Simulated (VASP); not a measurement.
Input of a VASP 6.6.1 run:

Contents of POSCAR:

```
Zr
1.0
    3.2496169507      0.0000000000      0.0000000000
   -1.6248084753      2.8142508319      0.0000000000
    0.0000000000      0.0000000000      5.1535037900
Zr
2
Direct
    0.3333333333      0.6666666667      0.7500000000
    0.6666666667      0.3333333333      0.2500000000
```

INCAR.step1

```
SYSTEM = Zr
  PREC = Accurate
  ENCUT = 520
  ISMEAR = 0
  SIGMA = 0.05
  LREAL = .False.
  LASPH = .True.
  NELM = 80
  NBANDS = 19
  GGA = PE
  ALGO = Normal
  EDIFF = 1E-4
  LWAVE = .True.
  LCHARG = .False.
```

INCAR.step2

```
SYSTEM = Zr
  PREC = Accurate
  ENCUT = 520
  EDIFF = 1E-7
  ISMEAR = 0
  SIGMA = 0.05
  LREAL = .False.
  LASPH = .True.
  NELM = 80
  ALGO = Normal
  ISIF = 2
  LWAVE = .False.
  LCHARG = .False.
  METAGGA = R2SCAN
  LMIXTAU = .True.
  NBANDS = 19
  ISTART = 1
```

KPOINTS

```
Automatic mesh
0
Gamma
  14 14 8
  0 0 0
```

Potentials or basis: VASP PAW PBE potentials, release 64 (Zr_sv).

Run with:

```bash
$ cat potpaw_PBE.64/Zr_sv/POTCAR > POTCAR
$ cp INCAR.step1 INCAR
$ mpirun -np 1 vasp_std > vasp.out
$ cp INCAR.step2 INCAR
$ mpirun -np 1 vasp_std > vasp.out
```

(1) Predict the band gap on the k mesh.

(2) Estimate the pressure.

Results:

(1) zero (bands 12 and 13 overlap by 1.23 eV).

(2) -0.2 GPa.

Caveat: the PAW data sets were made with another functional, which shifts forces and pressure a little.
